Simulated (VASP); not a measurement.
# V (Im-3m) in VASP: notebook, part 2 of 2

VASP 6.6.1. The steps go on from the part before.

### Step 5. Single point, LDA, collinear spin, ferromagnetic start

This run uses another cell than the first one, of the same volume but with other edges.

Input file INCAR:

```
SYSTEM = V
PREC     = Accurate       ! precision mode
ENCUT    = 500            ! plane-wave cutoff, eV
EDIFF    = 1E-6           ! SCF threshold, eV
ISMEAR   = 0              ! smearing method
SIGMA    = 0.05           ! smearing width, eV
LREAL    = .FALSE.        ! projectors in reciprocal space
LASPH    = .TRUE.         ! aspherical terms in the spheres
NELM     = 200            ! most SCF steps
ALGO     = Normal         ! electronic algorithm
ISIF     = 2              ! what is computed and relaxed
LWAVE    = .FALSE.        ! write WAVECAR
LCHARG   = .TRUE.         ! write CHGCAR
ISPIN    = 2              ! spin polarisation
MAGMOM   = 1 1            ! initial moments
LORBIT   = 11             ! projections on sites
LMAXMIX  = 4              ! l up to which the mixer works
LELF     = .TRUE.         ! ELF
LVHAR    = .TRUE.       
NBANDS   = 24             ! bands
GGA_COMPAT= .FALSE.
```

Input file KPOINTS:

```
regular mesh
0
G
  14 14 8
  0 0 0
```

Input file POSCAR:

```
V
1.0
    1.4629224988     -1.4629224988      1.4629224988
   -1.4629224988      1.4629224988      1.4629224988
   -2.9258449976     -2.9258449976      0.0000000000
V
2
Direct
    0.0000000000      0.0000000000      0.0000000000
    0.5000000000      0.5000000000      0.5000000000
```

Potentials or basis: VASP PAW LDA potentials, release 64 (V_sv).

Run with:

```
> cat potpaw_LDA.64/V_sv/POTCAR > POTCAR
> mpirun -np 1 vasp_std > vasp.out
```

OUTCAR:

```text
SYSTEM = V
   PREC = Accurate
   ENCUT = 500
   EDIFF = 1E-6
   ISMEAR = 0
   LREAL = .FALSE.
   LASPH = .TRUE.
   NELM = 200
   ISIF = 2
   ISPIN = 2
   LORBIT = 11

 ion  position               nearest neighbor table
   1  0.000  0.000  0.000-   2 2.53   2 2.53   2 2.53   2 2.53
   2  0.500  0.500  0.500-   1 2.53   1 2.53   1 2.53   1 2.53

  LATTYP: Found a base centered orthorhombic cell.
 ALAT       =     2.9258449976
 B/A-ratio  =     1.4142135624
 C/A-ratio  =     1.4142135624

  Lattice vectors:

[... 1541 lines left out ...]
  external PRESSURE =       6.1536812 kB  Pullay stress =       0.0000000 kB

 VOLUME and BASIS-vectors are now :
 -----------------------------------------------------------------------------
  energy-cutoff  :      500.00
  volume of cell :       25.05
      direct lattice vectors                 reciprocal lattice vectors
     1.462922499 -1.462922499  1.462922499     0.170890803 -0.170890803  0.341781605
    -1.462922499  1.462922499  1.462922499    -0.170890803  0.170890803  0.341781605
    -2.925844998 -2.925844998  0.000000000    -0.170890803 -0.170890803  0.000000000

 POSITION                                       TOTAL-FORCE (eV/Angst)
 -----------------------------------------------------------------------------------
      0.00000      0.00000      0.00000        -0.000000     -0.000000     -0.000000
     -1.46292     -1.46292      1.46292         0.000000      0.000000      0.000000
 -----------------------------------------------------------------------------------
    total drift:                                0.000000     -0.000000     -0.000000

  FREE ENERGIE OF THE ION-ELECTRON SYSTEM (eV)
  ---------------------------------------------------
  free  energy   TOTEN  =       -19.9040607569 eV

  energy  without entropy=      -19.9002022931  energy(sigma->0) =      -19.90213153

 total charge

# of ion       s       p       d       tot
------------------------------------------
    1        2.367   6.242   3.201  11.810
    2        2.367   6.242   3.201  11.810
--------------------------------------------------
tot          4.733  12.484   6.401  23.619

 magnetization (x)

# of ion       s       p       d       tot
------------------------------------------
    1        0.000   0.000   0.000   0.001
    2        0.000   0.000   0.000   0.001
--------------------------------------------------
tot          0.000   0.000   0.001   0.001
```

OSZICAR:

```text
N       E                     dE             d eps       ncg     rms          rms(c)
DAV:   1     0.280733367654E+03    0.28073E+03   -0.14031E+04 27408   0.125E+03
DAV:   2    -0.146736692062E+02   -0.29541E+03   -0.28592E+03 28040   0.407E+02
DAV:   3    -0.222023458389E+02   -0.75287E+01   -0.75048E+01 31152   0.762E+01
DAV:   4    -0.222503529337E+02   -0.48007E-01   -0.48005E-01 30312   0.648E+00
DAV:   5    -0.222510215781E+02   -0.66864E-03   -0.66864E-03 31016   0.704E-01    0.296E+01
DAV:   6    -0.199301807282E+02    0.23208E+01   -0.55922E+00 28728   0.277E+01    0.404E+00
DAV:   7    -0.199190438686E+02    0.11137E-01   -0.14199E-01 30416   0.338E+00    0.286E+00
DAV:   8    -0.199132719042E+02    0.57720E-02   -0.53535E-03 29464   0.697E-01    0.139E+00
DAV:   9    -0.199042433389E+02    0.90286E-02   -0.38222E-03 29304   0.681E-01    0.412E-01
DAV:  10    -0.199039963063E+02    0.24703E-03   -0.83428E-04 30408   0.288E-01    0.732E-02
DAV:  11    -0.199040511763E+02   -0.54870E-04   -0.35917E-05 29296   0.516E-02    0.347E-02
DAV:  12    -0.199040603530E+02   -0.91767E-05   -0.36438E-06 27888   0.190E-02    0.100E-02
DAV:  13    -0.199040607569E+02   -0.40391E-06   -0.18889E-07 15096   0.390E-03
   1 F= -.19904061E+02 E0= -.19902132E+02  d E =-.385846E-02  mag=     0.0004
```

Wall time 4.7 min (1 thread of Intel Xeon 8259CL, shared host); peak memory 0.3 GiB.

Results:

* Free energy: -19.9041 eV
* Pressure: 0.6 GPa
* Band gap on the k mesh: zero (filled and empty bands overlap)
* Net moment: 0.00 μB per cell
* Valence electrons inside the program's atomic spheres: V 11.81

Levels at points of the mesh, in eV from the Fermi level:
Spin up:
| k point | band 9 | band 10 | band 11 | band 12 | band 13 | band 14 | band 15 | band 16 | band 17 | band 18 |
| --- | --- | --- | --- | --- | --- | --- | --- | --- | --- | --- |
| (0.00, 0.00, 0.00) | -6.64 | -3.42 | -1.30 | 0.40 | 0.40 | 0.40 | 2.04 | 2.59 | 2.59 | 2.62 |
| (0.50, 0.00, 0.00) | -2.25 | -2.25 | -1.27 | -1.27 | -0.46 | -0.46 | 2.37 | 2.37 | 3.14 | 3.14 |
| (0.50, 0.50, 0.00) | -3.43 | -3.36 | -3.36 | -1.30 | 2.04 | 2.62 | 3.00 | 4.09 | 4.09 | 4.09 |
| (0.00, 0.00, 0.50) | -4.41 | -4.41 | -0.51 | -0.51 | -0.03 | -0.03 | 2.20 | 2.20 | 2.24 | 2.24 |
| (0.50, 0.00, 0.50) | -3.42 | -3.42 | -1.30 | -1.30 | 2.04 | 2.04 | 2.62 | 2.62 | 3.00 | 3.00 |
| (0.50, 0.50, 0.50) | -2.49 | -2.49 | -1.73 | -1.73 | 0.80 | 0.80 | 1.71 | 1.71 | 4.31 | 4.31 |
Spin down:
```
           k point  band 10  band 11  band 12  band 13  band 14  band 15  band 16  band 17
(0.00, 0.00, 0.00)    -3.42    -1.30     0.40     0.40     0.40     2.04     2.59     2.59
(0.50, 0.00, 0.00)    -2.25    -1.27    -1.27    -0.46    -0.46     2.37     2.37     3.14
(0.50, 0.50, 0.00)    -3.36    -3.36    -1.30     2.04     2.62     3.00     4.09     4.09
(0.00, 0.00, 0.50)    -4.41    -0.51    -0.51    -0.03    -0.03     2.20     2.20     2.24
(0.50, 0.00, 0.50)    -3.42    -1.30    -1.30     2.04     2.04     2.62     2.62     3.00
(0.50, 0.50, 0.50)    -2.49    -1.73    -1.73     0.80     0.80     1.71     1.71     4.31
```

### Step 6. Single point, LDA, collinear spin, antiferromagnetic start

This run uses another cell than the first one, of the same volume but with other edges.

Input file INCAR:

```
PREC = Accurate
ENCUT = 500
EDIFF = 1E-6
ISMEAR = 0
SIGMA = 0.05
LREAL = False
LASPH = True
NELM = 200
ALGO = Normal
ISIF = 2
LWAVE = False
LCHARG = False
ISPIN = 2
MAGMOM = 1 -1
LORBIT = 11
LMAXMIX = 4
GGA = CA
NBANDS = 24
GGA_COMPAT = False
```

Input file KPOINTS:

```
Automatic mesh
0
Gamma
  14 14 8
```

POSCAR is that of step 5.

Potentials or basis: VASP PAW LDA potentials, release 64 (V_sv).

Run with:

```
> cat potpaw_LDA.64/V_sv/POTCAR > POTCAR
> mpirun -np 1 vasp_std > vasp.out
```

OUTCAR:

```text
PREC = Accurate
   ENCUT = 500
   EDIFF = 1E-6
   ISMEAR = 0
   LREAL = False
   LASPH = True
   NELM = 200
   ISIF = 2
   ISPIN = 2
   LORBIT = 11
   GGA = CA

 ion  position               nearest neighbor table
   1  0.000  0.000  0.000-   2 2.53   2 2.53   2 2.53   2 2.53
   2  0.500  0.500  0.500-   1 2.53   1 2.53   1 2.53   1 2.53

  LATTYP: Found a base centered orthorhombic cell.
 ALAT       =     2.9258449976
 B/A-ratio  =     1.4142135624
 C/A-ratio  =     1.4142135624

  Lattice vectors:

 A1 = (   1.4629224988,  -1.4629224988,   1.4629224988)
 A2 = (  -1.4629224988,   1.4629224988,   1.4629224988)
 A3 = (  -2.9258449976,  -2.9258449976,   0.0000000000)

Analysis of symmetry for initial positions (statically):
=====================================================================
 Subroutine PRICEL returns following result:

  LATTYP: Found a body centered cubic cell.
 ALAT       =     2.9258449976
[... 12 lines left out ...]
 Subroutine GETGRP returns: Found  8 space group operations
 (whereof  8 operations were pure point group operations)
 out of a pool of  8 trial point group operations.

The static configuration has the point symmetry D_2h.

Analysis of symmetry for dynamics (positions and initial velocities):
=====================================================================
 Subroutine PRICEL returns following result:

  LATTYP: Found a body centered cubic cell.
 ALAT       =     2.9258449976
[... 12 lines left out ...]
 Subroutine GETGRP returns: Found  8 space group operations
 (whereof  8 operations were pure point group operations)
 out of a pool of  8 trial point group operations.

The dynamic configuration has the point symmetry D_2h.

Analysis of structural, dynamic, and magnetic symmetry:
=====================================================================
 Subroutine PRICEL returns following result:

  LATTYP: Found a body centered cubic cell.
 ALAT       =     2.9258449976
[... 158 lines left out ...]
  ext. energy  EPLUGINS =         0.00000000
  ---------------------------------------------------
  free energy    TOTEN  =       -19.90406084 eV

  energy without entropy =      -19.90020238  energy(sigma->0) =      -19.90213161

 E-fermi :  10.4127     XC(G=0): -13.6330

 val. band max:       10.4125829864   @ k =   0.2143   0.0000   0.0000
 cond. band min:      10.4157712645   @ k =   0.2857   0.1429   0.1250
 fundamental gap:      0.0031882780
 Fermi energy:        10.4126852649

 spin component 1

 k-point     1 :       0.0000    0.0000    0.0000
  band No.  band energies     occupation
      1     -52.4736      1.00000
      2     -52.1963      1.00000
      3     -27.2014      1.00000
      4     -26.3962      1.00000
      5     -26.0513      1.00000
      6     -26.0401      1.00000
[... 637 lines left out ...]
     23      25.3293      0.00000
     24      28.0548      0.00000

 [... further k-points ...]

 spin component 2

 k-point     1 :       0.0000    0.0000    0.0000
  band No.  band energies     occupation
      1     -52.4736      1.00000
      2     -52.1963      1.00000
      3     -27.2014      1.00000
      4     -26.3962      1.00000
      5     -26.0513      1.00000
      6     -26.0401      1.00000
[... 637 lines left out ...]
     23      25.3293      0.00000
     24      28.0548      0.00000

 [... further k-points ...]

------------------------ aborting loop because EDIFF is reached ----------------------------------------

  FORCE on cell =-STRESS in cart. coord.  units (eV):
  Direction    XX          YY          ZZ          XY          YZ          ZX
  --------------------------------------------------------------------------------------
  -------------------------------------------------------------------------------------
  Total        0.1044471      0.1044471      0.0905104     -0.0010339     -0.0000000     -0.0000000
  in kB        6.6811752      6.6811752      5.7896862     -0.0661385     -0.0000000     -0.0000000
  external PRESSURE =       6.3840122 kB  Pullay stress =       0.0000000 kB

 VOLUME and BASIS-vectors are now :
 -----------------------------------------------------------------------------
  energy-cutoff  :      500.00
  volume of cell :       25.05
      direct lattice vectors                 reciprocal lattice vectors
     1.462922499 -1.462922499  1.462922499     0.170890803 -0.170890803  0.341781605
    -1.462922499  1.462922499  1.462922499    -0.170890803  0.170890803  0.341781605
    -2.925844998 -2.925844998  0.000000000    -0.170890803 -0.170890803  0.000000000

 POSITION                                       TOTAL-FORCE (eV/Angst)
 -----------------------------------------------------------------------------------
      0.00000      0.00000      0.00000         0.000000      0.000000      0.000000
     -1.46292     -1.46292      1.46292        -0.000000     -0.000000     -0.000000
 -----------------------------------------------------------------------------------
    total drift:                                0.000000     -0.000000     -0.000000

  FREE ENERGIE OF THE ION-ELECTRON SYSTEM (eV)
  ---------------------------------------------------
  free  energy   TOTEN  =       -19.9040608430 eV

  energy  without entropy=      -19.9002023767  energy(sigma->0) =      -19.90213161

 total charge

# of ion       s       p       d       tot
------------------------------------------
    1        2.367   6.242   3.201  11.810
    2        2.367   6.242   3.201  11.810
--------------------------------------------------
tot          4.733  12.484   6.401  23.619

 magnetization (x)

# of ion       s       p       d       tot
------------------------------------------
    1        0.000   0.000   0.000   0.000
    2       -0.000  -0.000  -0.000  -0.000
--------------------------------------------------
tot          0.000   0.000   0.000   0.000
```

stdout:

```text
POSCAR found type information on POSCAR V
 POSCAR found :  1 types and       2 ions
 scaLAPACK will be used
 LDA part: xc-table for (Slater(with rela. corr.)+CA(PZ))
 , standard interpolation
 POSCAR, INCAR and KPOINTS ok, starting setup
 FFT: planning ... GRIDC
 FFT: planning ... GRID_SOFT
 FFT: planning ... GRID
 WAVECAR not read
 entering main loop
```

Wall time 3.8 min (1 thread of AMD EPYC 7R43 (Zen 3), shared host); peak memory 0.26 GiB.

Results:

| Property | Result |
| --- | --- |
| Free energy | -19.9041 eV |
| Pressure | 0.6 GPa |
| Band gap on the k mesh | zero (filled and empty bands overlap) |
| Net moment | 0.00 μB per cell |
| Valence electrons inside the program's atomic spheres | V 11.81 |

Stress tensor (GPa, compression positive):
```
 0.67 -0.01  0.00
-0.01  0.67  0.00
 0.00  0.00  0.58
```

Levels at points of the mesh, in eV from the Fermi level:
Spin up:
| k point | band 9 | band 10 | band 11 | band 12 | band 13 | band 14 | band 15 | band 16 | band 17 | band 18 |
| --- | --- | --- | --- | --- | --- | --- | --- | --- | --- | --- |
| (0.00, 0.00, 0.00) | -6.64 | -3.42 | -1.30 | 0.40 | 0.40 | 0.40 | 2.04 | 2.59 | 2.59 | 2.62 |
| (0.50, 0.00, 0.00) | -2.25 | -2.25 | -1.27 | -1.27 | -0.46 | -0.46 | 2.37 | 2.37 | 3.14 | 3.14 |
| (0.50, 0.50, 0.00) | -3.42 | -3.36 | -3.36 | -1.30 | 2.04 | 2.62 | 3.00 | 4.09 | 4.09 | 4.09 |
| (0.00, 0.00, 0.50) | -4.41 | -4.41 | -0.51 | -0.51 | -0.03 | -0.03 | 2.20 | 2.20 | 2.24 | 2.24 |
| (0.50, 0.00, 0.50) | -3.42 | -3.42 | -1.30 | -1.30 | 2.04 | 2.04 | 2.62 | 2.62 | 3.00 | 3.00 |
| (0.50, 0.50, 0.50) | -2.49 | -2.49 | -1.73 | -1.73 | 0.80 | 0.80 | 1.71 | 1.71 | 4.31 | 4.31 |
Spin down:
```tsv
k point	band 11	band 12	band 13	band 14	band 15	band 16
(0.00, 0.00, 0.00)	-1.30	0.40	0.40	0.40	2.04	2.59
(0.50, 0.00, 0.00)	-1.27	-1.27	-0.46	-0.46	2.37	2.37
(0.50, 0.50, 0.00)	-3.36	-1.30	2.04	2.62	3.00	4.09
(0.00, 0.00, 0.50)	-0.51	-0.51	-0.03	-0.03	2.20	2.20
(0.50, 0.00, 0.50)	-1.30	-1.30	2.04	2.04	2.62	2.62
(0.50, 0.50, 0.50)	-1.73	-1.73	0.80	0.80	1.71	1.71
```

### Step 7. Overview

| spin | cell | k mesh | gap on the mesh (eV) | pressure (GPa) | moment (μB) |
| --- | --- | --- | --- | --- | --- |
| collinear, ferromagnetic start | a = 2.926 Å, 2 atoms, atomic positions A | 12 × 12 × 12 | none | 0.4 | 0.00 |
| collinear, antiferromagnetic start | a = 2.926 Å, 2 atoms, atomic positions A | 12 × 12 × 12 | none | 0.4 | 0.00 |
| collinear, ferromagnetic start | a = 2.623 Å, angles 109.5°, 1 atom, atomic positions B | 20 × 20 × 20 | none | -17.6 | 0.00 |
| collinear, ferromagnetic start | a = 2.534, b = 2.534, c = 4.138 Å, angles 90.0, 90.0, 109.5°, 2 atoms, atomic positions A | 14 × 14 × 8 | none | 0.6 | 0.00 |
| collinear, antiferromagnetic start | a = 2.534, b = 2.534, c = 4.138 Å, angles 90.0, 90.0, 109.5°, 2 atoms, atomic positions A | 14 × 14 × 8 | none | 0.6 | 0.00 |

Alike in all rows: task single point; level LDA; potentials or basis VASP PAW LDA potentials, release 64 (V_sv); cutoff (eV) 500; smearing gaussian 0.05 eV.

Caveats: the cell stands under tension (at least some runs).

Total energies depend on the potentials used, so only differences within one code and one set of settings carry meaning.
